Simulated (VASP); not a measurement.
# Os (Pm-3m) in VASP: a series of runs, part 2 of 2

VASP 6.6.1. Earlier steps stand in the parts before.

## Step 3: Single point, PBEsol (volume scaled by 1.08)

File INCAR:

```
SYSTEM = Os
ALGO     = Normal         ! electronic algorithm
EDIFF    = 1E-6           ! SCF threshold, eV
ENCUT    = 520            ! plane-wave cutoff, eV
GGA      = PS             ! functional
ISIF     = 2              ! what is computed and relaxed
ISMEAR   = -1             ! smearing method
LASPH    = .TRUE.         ! aspherical terms in the spheres
LCHARG   = .FALSE.        ! write CHGCAR
LREAL    = .FALSE.        ! projectors in reciprocal space
LWAVE    = .FALSE.        ! write WAVECAR
NBANDS   = 10             ! bands
NELM     = 60             ! most SCF steps
PREC     = Accurate       ! precision mode
SIGMA    = 0.1            ! smearing width, eV
```

File KPOINTS:

```
k-points
0
G
  14 14 14
  0 0 0
```

File POSCAR:

```
Os
1.0
    2.5965179000      0.0000000000      0.0000000000
    0.0000000000      2.5965179000      0.0000000000
    0.0000000000      0.0000000000      2.5965179000
Os
1
Direct
    0.0000000000      0.0000000000      0.0000000000
```

Potentials or basis: VASP PAW PBE potentials, release 64 (Os).

The run is started by

```bash
cat potpaw_PBE.64/Os/POTCAR > POTCAR
mpirun -np 1 vasp_std > vasp.out
```

It took 5.3 s on 1 thread of Intel Xeon 6975P-C (Granite Rapids), shared host; peak memory 0.13 GiB.

It converged, with:

- Free energy: -10.5627 eV
- Pressure: -18.9 GPa
- Band gap on the k mesh: zero (band 4 reaches 10.95 eV, above the bottom of band 5 at 5.51 eV)

Levels at points of the mesh, in eV from the Fermi level:
| k point | band 1 | band 2 | band 3 | band 4 | band 5 | band 6 | band 7 | band 8 |
| --- | --- | --- | --- | --- | --- | --- | --- | --- |
| (0.00, 0.00, 0.00) | -9.10 | -5.56 | -5.56 | 2.11 | 2.11 | 2.11 | 15.13 | 15.13 |
| (0.50, 0.00, 0.00) | -5.97 | -4.78 | -1.05 | -0.88 | -0.88 | 2.42 | 6.63 | 15.65 |
| (0.50, 0.50, 0.00) | -6.20 | -4.28 | -0.30 | -0.30 | 4.35 | 4.35 | 4.35 | 11.83 |
| (0.50, 0.50, 0.50) | -4.85 | -4.85 | -4.85 | 4.56 | 4.56 | 8.61 | 10.66 | 10.66 |

Caveat: the cell differs from its parent crystal (volume scaled by 1.08); the PAW data sets were made with another functional, which shifts forces and pressure a little; spin-orbit coupling is left out, which moves the levels of the heavy elements.

## Step 4: Single point, PBEsol (volume scaled by 1.12)

File INCAR:

```
PREC = Accurate
ENCUT = 520
EDIFF = 1E-6
ISMEAR = -1
SIGMA = 0.1
LREAL = F
LASPH = T
NELM = 80
ALGO = Normal
ISIF = 2
LWAVE = F
LCHARG = T
GGA = PS
LELF = T
LVHAR = T
NBANDS = 10
```

File KPOINTS:

```
Automatic mesh
0
Gamma
  14 14 14
```

File POSCAR:

```
Os
1.0
    2.6281858735      0.0000000000      0.0000000000
    0.0000000000      2.6281858735      0.0000000000
    0.0000000000      0.0000000000      2.6281858735
Os
1
Direct
    0.0000000000      0.0000000000      0.0000000000
```

The run is started by

```bash
cat potpaw_PBE.64/Os/POTCAR > POTCAR
mpirun -np 1 vasp_std > vasp.out
```

It took 5.6 s on 1 thread of Intel Xeon 6975P-C (Granite Rapids), shared host; peak memory 0.13 GiB.

The run converged. Its results:

```yaml
Free_energy: -10.4724 eV
Pressure: -25.7 GPa
Band_gap_on_the_k_mesh: zero (band 4 reaches 10.23 eV, above the bottom of band 5 at 5.12 eV)
```

Levels at points of the mesh, in eV from the Fermi level:
| k point | band 1 | band 2 | band 3 | band 4 | band 5 | band 6 | band 7 | band 8 | band 9 |
| --- | --- | --- | --- | --- | --- | --- | --- | --- | --- |
| (0.00, 0.00, 0.00) | -8.80 | -5.28 | -5.28 | 1.99 | 1.99 | 1.99 | 14.88 | 14.88 | 14.88 |
| (0.50, 0.00, 0.00) | -5.76 | -4.54 | -0.94 | -0.82 | -0.82 | 2.27 | 6.29 | 15.59 | 19.30 |
| (0.50, 0.50, 0.00) | -5.86 | -4.11 | -0.28 | -0.28 | 4.10 | 4.28 | 4.28 | 11.24 | 13.88 |
| (0.50, 0.50, 0.50) | -4.58 | -4.58 | -4.58 | 4.29 | 4.29 | 8.73 | 10.31 | 10.31 | 10.31 |

Caveat: the cell differs from its parent crystal (volume scaled by 1.12); the PAW data sets were made with another functional, which shifts forces and pressure a little; spin-orbit coupling is left out, which moves the levels of the heavy elements.

## Step 5: Relaxation of cell and atoms, PBEsol

This run uses another cell than the first one, of 15.11 Å³/atom, 0.896 times its volume.

File INCAR:

```
PREC     = Accurate       # precision mode
ENCUT    = 600            # plane-wave cutoff, eV
EDIFF    = 1E-6           # SCF threshold, eV
ISMEAR   = -1             # smearing method
SIGMA    = 0.1            # smearing width, eV
LREAL    = False          # projectors in reciprocal space
LASPH    = True           # aspherical terms in the spheres
NELM     = 60             # most SCF steps
ALGO     = Normal         # electronic algorithm
ISIF     = 3              # what is computed and relaxed
LWAVE    = False          # write WAVECAR
LCHARG   = False          # write CHGCAR
GGA      = PS             # functional
IBRION   = 2              # ionic algorithm
NSW      = 80             # ionic steps
EDIFFG   = -0.01          # ionic threshold
```

File KPOINTS:

```
Automatic mesh
0
Gamma
  13 13 13
```

File POSCAR:

```
Os
1.0
    2.4722656457      0.0000000000      0.0000000000
    0.0000000000      2.4722656457      0.0000000000
    0.0000000000      0.0000000000      2.4722656457
Os
1
Direct
    0.0000000000      0.0000000000      0.0000000000
```

The run is started by

```bash
cat potpaw_PBE.64/Os/POTCAR > POTCAR
mpirun -np 1 vasp_std > vasp.out
```

It took 24 s on 1 thread of Intel Xeon 6975P-C (Granite Rapids), shared host; peak memory 0.13 GiB.

The run converged. Its results:

```yaml
Free_energy: -10.6487 eV
Relaxed_volume: 16.22 Å³/atom
Relaxed_cell: a = 2.531 Å, b = 2.531 Å, c = 2.531 Å, α = 90.00°, β = 90.00°, γ = 90.00°
Space_group_after_relaxing_to_0.05_Å: Pm-3m (No. 221)
Energy_gained_by_relaxing: 81.3 meV/atom
Ionic_steps: 18
Pressure_after_relaxing: 0.0 GPa
Band_gap_on_the_k_mesh: zero (band 4 reaches 12.10 eV, above the bottom of band 5 at 6.42 eV)
```

Step by step:
```csv
step,energy change (eV),largest force (eV/Å),pressure (GPa),volume (Å³)
1,0.0000,0.0000,25.18,15.11
2,0.7025,0.0000,-41.42,20.92
3,-0.0802,0.0000,-2.45,16.35
4,-0.0812,0.0000,-0.25,16.23
5,-0.0813,0.0000,0.18,16.21
6,-0.0813,0.0000,0.18,16.21
7,-0.0813,0.0000,0.17,16.21
8,-0.0813,0.0000,0.16,16.21
9,-0.0813,0.0000,0.16,16.21
10,-0.0813,0.0000,0.16,16.21
11,-0.0813,0.0000,0.16,16.21
12,-0.0813,0.0000,0.16,16.21
13,-0.0813,0.0000,0.15,16.21
14,-0.0813,0.0000,0.15,16.21
15,-0.0813,0.0000,0.15,16.21
16,-0.0813,0.0000,0.13,16.21
17,-0.0813,0.0000,0.11,16.21
18,-0.0813,0.0000,-0.04,16.22
```

Final structure:
```xyz
1
Lattice="2.5313 0.0000 0.0000 0.0000 2.5313 0.0000 0.0000 0.0000 2.5313" Properties=species:S:1:pos:R:3 pbc="T T T"
Os    0.0000    0.0000    0.0000
```

Levels at points of the mesh, in eV from the Fermi level:
```tsv
k point	band 1	band 2	band 3	band 4	band 5	band 6	band 7	band 8
(0.00, 0.00, 0.00)	-9.75	-6.20	-6.20	2.38	2.38	2.38	15.67	15.67
```

Caveat: the PAW data sets were made with another functional, which shifts forces and pressure a little; spin-orbit coupling is left out, which moves the levels of the heavy elements.

## Step 6: Single point, PBEsol

This run uses another cell than the first one, of 16.21 Å³/atom, 0.962 times its volume.

File INCAR:

```
PREC = Accurate
ENCUT = 520
EDIFF = 1E-6
ISMEAR = -1
SIGMA = 0.1
LREAL = False
LASPH = True
NELM = 100
ALGO = Normal
ISIF = 2
LWAVE = False
LCHARG = True
GGA = PS
LELF = True
LVHAR = True
NBANDS = 10
```

File KPOINTS:

```
Automatic mesh
0
Gamma
  20 20 20
```

File POSCAR:

```
Os
1.0
    2.5307547991      0.0000000000      0.0000000000
    0.0000000000      2.5307547991      0.0000000000
    0.0000000000      0.0000000000      2.5307547991
Os
1
Direct
    0.0000000000      0.0000000000      0.0000000000
```

Potentials or basis: VASP PAW PBE potentials, release 64 (Os).

The run is started by

```bash
cat potpaw_PBE.64/Os/POTCAR > POTCAR
mpirun -np 1 vasp_std > vasp.out
```

Wall time 12 s (1 thread of Intel Xeon 6975P-C (Granite Rapids), shared host); peak memory 0.16 GiB.

It converged, with:

```yaml
Free_energy: -10.6486 eV
Pressure: 0.1 GPa
Band_gap_on_the_k_mesh: zero (band 4 reaches 12.56 eV, above the bottom of band 5 at 6.23 eV)
```

Levels at points of the mesh, in eV from the Fermi level:
| k point | band 2 | band 3 | band 4 | band 5 | band 6 | band 7 |
| --- | --- | --- | --- | --- | --- | --- |
| (0.00, 0.00, 0.00) | -6.21 | -6.21 | 2.38 | 2.38 | 2.38 | 15.67 |
| (0.50, 0.00, 0.00) | -5.33 | -1.29 | -1.04 | -1.04 | 2.73 | 7.38 |
| (0.50, 0.50, 0.00) | -4.71 | -0.37 | -0.37 | 4.52 | 4.52 | 4.89 |
| (0.50, 0.50, 0.50) | -5.49 | -5.49 | 5.13 | 5.13 | 8.32 | 11.45 |

Caveat: the PAW data sets were made with another functional, which shifts forces and pressure a little; spin-orbit coupling is left out, which moves the levels of the heavy elements.

## Step 7: Summary

| task | cell | k mesh | cutoff (eV) | gap on the mesh (eV) | pressure (GPa) |
| --- | --- | --- | --- | --- | --- |
| single point | a = 2.564 Å, 1 atom | 14 × 14 × 14 | 520 | none | -10.3 |
| single point | a = 2.597 Å, 1 atom | 14 × 14 × 14 | 520 | none | -18.9 |
| single point | a = 2.628 Å, 1 atom | 14 × 14 × 14 | 520 | none | -25.7 |
| relaxation of cell and atoms | relaxed from a = 2.472 Å, 1 atom | 13 × 13 × 13 | 600 | none | 0.0 |
| single point | a = 2.531 Å, 1 atom | 20 × 20 × 20 | 520 | none | 0.1 |

Alike in all rows: level PBEsol; potentials or basis VASP PAW PBE potentials, release 64 (Os); no spin polarisation; smearing fermi-dirac 0.1 eV.

Caveats: the PAW data sets were made with another functional, which shifts forces and pressure a little; spin-orbit coupling is left out, which moves the levels of the heavy elements.

Absolute energies hang on the potentials; compare differences alone.
